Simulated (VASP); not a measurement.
Wanted: the native input for a VASP 6.6.1 run.

- Task: single point
- Functional: r2SCAN
- Potentials or basis: VASP PAW PBE potentials, release 64 (Cd_sv_GW, F)
- Cutoff: 770 eV
- k mesh: 8 × 8 × 8
- Occupations: gaussian, width 0.01 eV
- Spin: no spin polarisation
- Dipole correction: no
- Further INCAR settings: ALGO = Normal; EDIFF = 1e-06; NBANDS = 24

Crystal: CdF2.

```
Cd F
1.0
     2.66497    2.66497    0.00000
    -2.66497    2.66497    0.00000
     0.00000    2.66497    2.66497
Cd F
1 2
Cartesian
  0.0000 0.0000 0.0000
  -1.3325 3.9975 1.3325
  1.3325 3.9975 1.3325
```

One way to write it, as run:

POSCAR

```
CdF2
1.0
    2.6649725482      2.6649725482      0.0000000000
   -2.6649725482      2.6649725482      0.0000000000
    0.0000000000      2.6649725482      2.6649725482
Cd F
1 2
Direct
    0.0000000000      0.0000000000      0.0000000000
    0.2500000000      0.7500000000      0.5000000000
    0.7500000000      0.2500000000      0.5000000000
```

INCAR.step1

```
SYSTEM = CdF2
PREC     = Accurate       ! precision mode
ENCUT    = 770            ! plane-wave cutoff, eV
ISMEAR   = 0              ! smearing method
SIGMA    = 0.01           ! smearing width, eV
LREAL    = .False.        ! projectors in reciprocal space
LASPH    = .True.         ! aspherical terms in the spheres
NELM     = 120            ! most SCF steps
NBANDS   = 24             ! bands
GGA      = PE             ! functional
ALGO     = Normal         ! electronic algorithm
EDIFF    = 1E-5           ! SCF threshold, eV
LWAVE    = .True.         ! write WAVECAR
LCHARG   = .False.        ! write CHGCAR
GGA_COMPAT= .False.
```

INCAR.step2

```
SYSTEM = CdF2
PREC     = Accurate       ! precision mode
ENCUT    = 770            ! plane-wave cutoff, eV
EDIFF    = 1E-6           ! SCF threshold, eV
ISMEAR   = 0              ! smearing method
SIGMA    = 0.01           ! smearing width, eV
LREAL    = .False.        ! projectors in reciprocal space
LASPH    = .True.         ! aspherical terms in the spheres
NELM     = 120            ! most SCF steps
ALGO     = Normal         ! electronic algorithm
ISIF     = 2              ! what is computed and relaxed
LWAVE    = .False.        ! write WAVECAR
LCHARG   = .False.        ! write CHGCAR
METAGGA  = R2SCAN         ! meta-GGA
LMIXTAU  = .True.       
NBANDS   = 24             ! bands
ISTART   = 1            
GGA_COMPAT= .False.
```

KPOINTS

```
regular mesh
0
Gamma
  8 8 8
  0 0 0
```

Potentials or basis: VASP PAW PBE potentials, release 64 (Cd_sv_GW, F).

Launch:

```sh
$ cat potpaw_PBE.64/Cd_sv_GW/POTCAR potpaw_PBE.64/F/POTCAR > POTCAR
$ cp INCAR.step1 INCAR
$ mpirun -np 1 vasp_std > vasp.out
$ cp INCAR.step2 INCAR
$ mpirun -np 1 vasp_std > vasp.out
```

It gave:

The pressure is 3.6 GPa. The band gap on the k mesh is 3.91 eV (least direct gap 4.38 eV).

Caveat: the cell stands under pressure; the PAW data sets were made with another functional, which shifts forces and pressure a little.

It took 3 min on 1 thread of Intel(R) Xeon(R) Platinum 8175M CPU @ 2.50GHz (Skylake/Cascade Lake), with other jobs on the host, peak memory 0.26 GiB.
